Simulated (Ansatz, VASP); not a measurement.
# One calculation of Hf4Te, two programs

```
Hf Te
1.0
    -3.06840    3.06840    3.06840
     3.06840   -3.06840    3.06840
     3.06840    3.06840   -3.06840
Hf Te
4 1
Direct
  0.00000 0.00000 0.50000
  0.00000 0.50000 0.00000
  0.50000 0.00000 0.00000
  0.50000 0.50000 0.50000
  0.00000 0.00000 0.00000
```

Change from the starting cell: species swapped into the CrGa4 type (Im-3m, No. 229).

Alike in both runs: task relaxation of cell and atoms; functional PBE; k mesh 4 × 4 × 4; occupations gaussian, width 0.1 eV; no spin polarisation.

|  | VASP | Ansatz |
| --- | --- | --- |
| version | VASP 6.6.1 | Ansatz 0.2.0 |
| potentials or method | VASP PAW PBE potentials, release 64 (Hf_pv, Te), cutoff 600 eV | scalar-relativistic, plane waves, PAW |
| valence electrons in the cell | 46 | 120 |

Ansatz gave:

```
gap on the k mesh at the Fermi level, each at its own relaxed structure (eV) : none
relaxed volume (Å³/atom)                                                     : 26.87
relaxed cell length with the largest relative difference (Å)                 : 5.588
```

Q: Estimate VASP's values.

A: gap on the k mesh at the Fermi level, each at its own relaxed structure (eV): none; relaxed volume (Å³/atom): 26.88; relaxed cell length with the largest relative difference (Å): 5.589.

A gap of «none» marks a metal or a gap that the smearing closes. VASP's potentials hold 46 valence electrons a cell and Ansatz's 120, so a difference there can come from the potentials and not from the codes.

The k mesh is coarse, so the values compare programs but aren't converged. Neither program's run includes spin-orbit coupling. Noted on VASP's run: the volume moved by over 15 % at a fixed basis, so the end points are rough.
